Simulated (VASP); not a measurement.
# Ta in VASP: further runs, part 2 of 2

VASP 6.6.1.

## (3) Relaxation of the atoms, PBE

This run uses another cell than the first one.

File INCAR:

```
SYSTEM = Ta
PREC = Accurate
ENCUT = 520
EDIFF = 1E-6
ISMEAR = 0
SIGMA = 0.1
LREAL = .False.
LASPH = .True.
NELM = 60
ALGO = Normal
ISIF = 2
LWAVE = .False.
LCHARG = .False.
LDIPOL = .True.
IDIPOL = 3
DIPOL = 0.5 0.5 0.500
GGA = PE
IBRION = 2
NSW = 70
EDIFFG = -0.03
```

File KPOINTS:

```
regular mesh
0
Gamma
  6 6 1
  0 0 0
```

File POSCAR:

```
Ta
1.0
    4.6937283335      0.0000000000      0.0000000000
   -2.3468641668      4.0648879753      0.0000000000
    0.0000000000      0.0000000000     18.7905164202
Ta
6
Selective dynamics
Direct
    0.6666666667      0.3333333333      0.3725283459  F F F
    0.3333333333      0.6666666667      0.4235170075  F F F
    0.0000000000      0.0000000000      0.4745056692  F F F
    0.6666666667      0.3333333333      0.5254943308  T T T
    0.3333333333      0.6666666667      0.5764829925  T T T
    0.0000000000      0.0000000000      0.6274716541  T T T
```

Potentials or basis: VASP PAW PBE potentials, release 64 (Ta_pv).

On the command line:

```sh
> cat potpaw_PBE.64/Ta_pv/POTCAR > POTCAR
> mpirun -np 1 vasp_std > vasp.out
```

OUTCAR:

```text
SYSTEM = Ta
   PREC = Accurate
   ENCUT = 520
   EDIFF = 1E-6
   ISMEAR = 0
   LREAL = .False.
   LASPH = .True.
   NELM = 60
   ISIF = 2
   GGA = PE
   IBRION = 2
   NSW = 70
   EDIFFG = -0.03

 ion  position               nearest neighbor table
   1  0.667  0.333  0.373-   4 2.87   2 2.87   2 2.87   2 2.87   3 3.32   3 3.32   3 3.32
   2  0.333  0.667  0.424-   1 2.87   1 2.87   3 2.87   1 2.87   3 2.87   3 2.87   5 2.87   4 3.32
                             4 3.32   4 3.32
   3  0.000  0.000  0.475-   6 2.87   4 2.87   4 2.87   4 2.87   2 2.87   2 2.87   2 2.87   5 3.32
                             1 3.32   1 3.32   5 3.32   1 3.32   5 3.32
   4  0.667  0.333  0.525-   1 2.87   3 2.87   3 2.87   3 2.87   5 2.87   5 2.87   5 2.87   2 3.32
                             2 3.32   6 3.32   6 3.32   6 3.32   2 3.32
   5  0.333  0.667  0.576-   6 2.87   6 2.87   6 2.87   4 2.87   4 2.87   2 2.87   4 2.87   3 3.32
                             3 3.32   3 3.32
   6  0.000  0.000  0.627-   3 2.87   5 2.87   5 2.87   5 2.87   4 3.32   4 3.32   4 3.32

  LATTYP: Found a hexagonal cell.
 ALAT       =     4.6937283335
 C/A-ratio  =     4.0033242414

  Lattice vectors:

 A1 = (   4.6937283335,   0.0000000000,   0.0000000000)
 A2 = (  -2.3468641668,   4.0648879753,   0.0000000000)
 A3 = (   0.0000000000,   0.0000000000,  18.7905164202)

Analysis of symmetry for initial positions (statically):
=====================================================================
 Subroutine PRICEL returns:
 Original cell was already a primitive cell.

 Routine SETGRP: Setting up the symmetry group for a
 hexagonal supercell.

 Subroutine GETGRP returns: Found 12 space group operations
 (whereof  6 operations were pure point group operations)
 out of a pool of 24 trial point group operations.

The static configuration has the point symmetry C_3v.
 The point group associated with its full space group is D_3d.

Analysis of symmetry for dynamics (positions and initial velocities):
=====================================================================
 Subroutine PRICEL returns:
 Original cell was already a primitive cell.

 Routine SETGRP: Setting up the symmetry group for a
 hexagonal supercell.

 Subroutine GETGRP returns: Found 12 space group operations
 (whereof  6 operations were pure point group operations)
 out of a pool of 24 trial point group operations.

The dynamic configuration has the point symmetry C_3v.
 The point group associated with its full space group is D_3d.

Analysis of constrained symmetry for selective dynamics:
=====================================================================
 Subroutine PRICEL returns:
 Original cell was already a primitive cell.

 Routine SETGRP: Setting up the symmetry group for a
 hexagonal supercell.

 Subroutine GETGRP returns: Found  6 space group operations
 (whereof  6 operations were pure point group operations)
[... 106 lines left out ...]
   EFERMI =   0.00;   METHOD = LEGACY
   ISMEAR =     0;   SIGMA  =   0.10  broadening in eV -4-tet -1-fermi 0-gaus
   EFERMI_NEDOS =   21; number of points for ismear=-14 and -15
   IALGO  =     38    algorithm
   IMIX   =      4    mixing-type and parameters
     AMIX     =   0.40;   BMIX     =  1.00
     AMIX_MAG =   1.60;   BMIX_MAG =  1.00
  volume/ion in A,a.u.               =      59.75       403.23
  Fermi-wavevector in a.u.,A,eV,Ry     =   0.931296  1.759894 11.800499  0.867312
  Thomas-Fermi vector in A             =   2.057774
   LORBIT       =      0    0 simple, 1 ext, 2 COOP (PROOUT), +10 PAW based schemes
   GGA     = PE    functional components
   LHFCALC =     F    Hartree Fock is set to
   AEXX    =    0.0000 exact exchange contribution
   IVDW    =     0    specifies the selected vdW correction
   LEPSILON=     F    determine dielectric tensor
   LRPA    =     F    only Hartree local field effects (RPA)
 conjugate gradient relaxation of ions
 non-spin polarized calculation
 Gauss-broadening in eV      SIGMA  =   0.10
  energy-cutoff  :      520.00
  volume of cell :      358.51
 maximum number of plane-waves:      9667
 NGX is ok and might be reduce to    36
   NGX = 17   NGY = 17   NGZ = 69

--------------------------------------- Ionic step        1  -------------------------------------------

 number of electron      65.9999989 magnetization

 Free energy of the ion-electron system (eV)
  ---------------------------------------------------
  ext. energy  EPLUGINS =         0.00000000
  ---------------------------------------------------
  free energy    TOTEN  =       -63.59625017 eV

  energy without entropy =      -63.55592060  energy(sigma->0) =      -63.57608538

------------------------ aborting loop because EDIFF is reached ----------------------------------------

  FORCE on cell =-STRESS in cart. coord.  units (eV):
  Direction    XX          YY          ZZ          XY          YZ          ZX
  --------------------------------------------------------------------------------------
  -------------------------------------------------------------------------------------
  Total       -9.8603861     -9.8603861    -12.4422655      0.0000000     -0.0000000     -0.0000000
  in kB      -44.0655564    -44.0655564    -55.6038419      0.0000000     -0.0000000     -0.0000000
  external PRESSURE =     -47.9116516 kB  Pullay stress =       0.0000000 kB
[... 101 lines left out ...]
  FREE ENERGIE OF THE ION-ELECTRON SYSTEM (eV)
  ---------------------------------------------------
  free  energy   TOTEN  =       -63.9925947313 eV

  energy  without entropy=      -63.9705989587  energy(sigma->0) =      -63.98159684

 dipolmoment           0.000000      0.000000     -0.018026 electrons x Angstroem

[... ionic steps 4 to 7 ...]

--------------------------------------- Ionic step        8  -------------------------------------------

 number of electron      65.9999990 magnetization

------------------------ aborting loop because EDIFF is reached ----------------------------------------
[... 37 lines left out ...]
 number of electron      65.9999990 magnetization

------------------------ aborting loop because EDIFF is reached ----------------------------------------

 vacuum level on the upper side and lower side of the slab       (xc-potential included)         0.072        -0.085

  FORCE on cell =-STRESS in cart. coord.  units (eV):
  Direction    XX          YY          ZZ          XY          YZ          ZX
  --------------------------------------------------------------------------------------
  -------------------------------------------------------------------------------------
  Total       -4.8277538     -4.8277538     -3.4876254      0.0000000      0.0000000      0.0000000
  in kB      -21.5749825    -21.5749825    -15.5860178      0.0000000      0.0000000      0.0000000
  external PRESSURE =     -19.5786610 kB  Pullay stress =       0.0000000 kB
[... 27 lines left out ...]
--------------------------------------- Ionic step       10  -------------------------------------------

 number of electron      65.9999990 magnetization

 dipolmoment           0.000000      0.000000      0.017924 electrons x Angstroem

 Free energy of the ion-electron system (eV)
  ---------------------------------------------------
  ext. energy  EPLUGINS =         0.00000000
  ---------------------------------------------------
  free energy    TOTEN  =       -64.06090426 eV

  energy without entropy =      -64.03222440  energy(sigma->0) =      -64.04656433

 E-fermi :  -0.6386     XC(G=0):  -5.0146

 val. band max:       -0.6659157448   @ k =   0.3333   0.3333   0.0000
 cond. band min:      -0.6268395623   @ k =   0.3333   0.3333   0.0000
 fundamental gap:      0.0390761825
 Fermi energy:        -0.6386271076

 k-point     1 :       0.0000    0.0000    0.0000
  band No.  band energies     occupation
      1     -35.3539      2.00000
      2     -35.2431      2.00000
      3     -35.0240      2.00000
      4     -35.0240      2.00000
      5     -34.8771      2.00000
      6     -34.8771      2.00000
[... 283 lines left out ...]
     38       0.6467      0.00000
     39       0.6806      0.00000

------------------------ aborting loop because EDIFF is reached ----------------------------------------

 vacuum level on the upper side and lower side of the slab       (xc-potential included)        -0.062        -0.259

  FORCE on cell =-STRESS in cart. coord.  units (eV):
  Direction    XX          YY          ZZ          XY          YZ          ZX
  --------------------------------------------------------------------------------------
  -------------------------------------------------------------------------------------
  Total       -4.8690189     -4.8690189     -3.5088892      0.0000000      0.0000000      0.0000000
  in kB      -21.7593939    -21.7593939    -15.6810445      0.0000000      0.0000000      0.0000000
  external PRESSURE =     -19.7332774 kB  Pullay stress =       0.0000000 kB
[... 21 lines left out ...]
  FREE ENERGIE OF THE ION-ELECTRON SYSTEM (eV)
  ---------------------------------------------------
  free  energy   TOTEN  =       -64.0609042556 eV

  energy  without entropy=      -64.0322243973  energy(sigma->0) =      -64.04656433

 reached required accuracy - stopping structural energy minimisation

 vacuum level on the upper side and lower side of the slab         2.818         2.617
```

Run time: 33 min. Hardware: 1 thread of Intel Xeon 8259CL, shared host; peak memory 0.49 GiB.

Results:

```yaml
Free_energy: -64.0609 eV
Energy_gained_by_relaxing: 77.4 meV/atom
Ionic_steps: 10
```

Step by step:
```tsv
step	energy change (eV)	largest force on free atoms (eV/Å)	pressure (GPa)
1	0.0000	2.3415	-4.79
2	-0.2439	1.5919	-4.14
3	-0.3963	0.8097	-2.93
4	-0.3965	0.8036	-2.99
5	-0.4307	0.3783	-2.69
6	-0.4429	0.5281	-2.34
7	-0.4596	0.2636	-2.14
8	-0.4646	0.0466	-1.95
9	-0.4646	0.0480	-1.96
10	-0.4647	0.0185	-1.97
```

Final structure:
```
Ta
1.0
     4.69373    0.00000    0.00000
    -2.34686    4.06489    0.00000
     0.00000    0.00000   18.79052
Ta
6
Direct
  0.66667 0.33333 0.37253
  0.33333 0.66667 0.42352
  0.00000 0.00000 0.47451
  0.66667 0.33333 0.52158
  0.33333 0.66667 0.56614
  0.00000 0.00000 0.61131
```

Caveat: spin-orbit coupling is left out, which moves the levels of the heavy elements.
